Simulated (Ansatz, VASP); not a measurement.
## SiNi2 in VASP and in Ansatz

File POSCAR:

```
SiNi2
1.0
    3.8695455034      0.0000000000      0.0000000000
   -1.9347727517      3.3511247070      0.0000000000
    0.0000000000      0.0000000000      5.0746155057
Si Ni
2 4
Direct
    0.3333333333      0.6666666667      0.7500000000
    0.6666666667      0.3333333333      0.2500000000
    0.0000000000      0.0000000000      0.0000000000
    0.0000000000      0.0000000000      0.5000000000
    0.3333333333      0.6666666667      0.2500000000
    0.6666666667      0.3333333333      0.7500000000
```

The input INCAR.step1:

```
PREC = Accurate ; ENCUT = 520
ISMEAR = 0 ; SIGMA = 0.15
LREAL = False ; LASPH = True
NELM = 100 ; NBANDS = 33
GGA = PE ; ALGO = Normal
EDIFF = 1E-4 ; LWAVE = True
LCHARG = False
```

Contents of INCAR.step2:

```
PREC = Accurate ; ENCUT = 520
EDIFF = 1E-6 ; ISMEAR = 0
SIGMA = 0.15 ; LREAL = False
LASPH = True ; NELM = 100
ALGO = Normal ; ISIF = 2
LWAVE = False ; LCHARG = False
METAGGA = R2SCAN ; LMIXTAU = True
NBANDS = 33 ; ISTART = 1
```

The input KPOINTS:

```
Automatic mesh
0
Gamma
  12 12 10
```

Input for Ansatz:

```yaml
crystal:
  lattice:
    - [3.8695455034, 0.0, 0.0]
    - [-1.9347727517, 3.351124707, 0.0]
    - [0.0, 0.0, 5.0746155057]
  atoms:
    - { symbol: Si, position: [0.3333333333, 0.6666666667, 0.75] }
    - { symbol: Si, position: [0.6666666667, 0.3333333333, 0.25] }
    - { symbol: Ni, position: [0.0, 0.0, 0.0] }
    - { symbol: Ni, position: [0.0, 0.0, 0.5] }
    - { symbol: Ni, position: [0.3333333333, 0.6666666667, 0.25] }
    - { symbol: Ni, position: [0.6666666667, 0.3333333333, 0.75] }
basis:
  ecutwfc: 500
kpoints:
  mp_grid: { grid: [12, 12, 10] }
hamiltonian:
  xc: r2scan
scf:
  occupations: { method: gaussian, width: 0.15 }
output:
  forces: true
  stress: true
  eigenvalues: true
```

Change from the starting cell: strain +0.000 along x and y, +0.030 along z, atoms carried along.

Alike in both runs: task single point; functional r2SCAN; k mesh 12 × 12 × 10; occupations gaussian, width 0.15 eV; no spin polarisation.

|  | VASP | Ansatz |
| --- | --- | --- |
| version | VASP 6.6.1 | Ansatz 0.2.0 |
| potentials or method | VASP PAW PBE potentials, release 64 (Si, Ni), cutoff 520 eV | scalar-relativistic, plane waves, PAW |
| valence electrons in the cell | 48 | 80 |

Ansatz gave:

```
gap on the k mesh at the Fermi level (eV)                     : none
pressure (GPa)                                                : -5.3
traceless stress, the component that is largest in VASP (GPa) : -3.88
```

Q: What did VASP give for the same quantities?

A: gap on the k mesh at the Fermi level (eV): none; pressure (GPa): -5.0; traceless stress, the component that is largest in VASP (GPa): -3.95.

VASP's potentials were made for PBE, not for r2SCAN. A gap of «none» marks a metal or a gap that the smearing closes. VASP's potentials hold 48 valence electrons a cell and Ansatz's 80, so a difference there can come from the potentials and not from the codes.
